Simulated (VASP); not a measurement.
Here is a VASP 6.6.1 calculation.

POSCAR

```
As
1.0
   -2.7036817400      0.0000000000     -2.7036817400
    0.0000000000     -2.7036817400     -2.7036817400
   -2.7036817400     -2.7036817400      0.0000000000
As
2
Direct
    0.2763515400      0.2271399200      0.2568997100
    0.7236484600      0.7728600800      0.7431002900
```

The input INCAR.step1:

```
SYSTEM = As
PREC = Accurate
ENCUT = 520
EDIFF = 1E-5
ISMEAR = -1
SIGMA = 0.05
LREAL = .False.
LASPH = .True.
NELM = 100
ALGO = Normal
ISIF = 2
LWAVE = .True.
LCHARG = .False.
NBANDS = 12
GGA = PE
```

INCAR.step2

```
SYSTEM = As
PREC = Accurate
ENCUT = 520
EDIFF = 1E-6
ISMEAR = -1
SIGMA = 0.05
LREAL = .False.
LASPH = .True.
NELM = 100
ALGO = Normal
ISIF = 2
LWAVE = .False.
LCHARG = .False.
GGA = PE
LHFCALC = .True.
AEXX = 0.25
HFSCREEN = 0.2
PRECFOCK = Normal
NBANDS = 12
ISTART = 1
```

Contents of KPOINTS:

```
regular mesh
0
Gamma
  5 5 5
  0 0 0
```

Potentials or basis: VASP PAW PBE potentials, release 64 (As).

Run with:

```console
$ cat potpaw_PBE.64/As/POTCAR > POTCAR
$ cp INCAR.step1 INCAR
$ mpirun -np 1 vasp_std > vasp.out
$ cp INCAR.step2 INCAR
$ mpirun -np 1 vasp_std > vasp.out
```

(1) Predict the pressure.

(2) Predict the largest force.

## Answers

(1) 0.6 GPa.

(2) 0.994 eV/Å.

Caveat: the PAW data sets were made with another functional, which shifts forces and pressure a little.
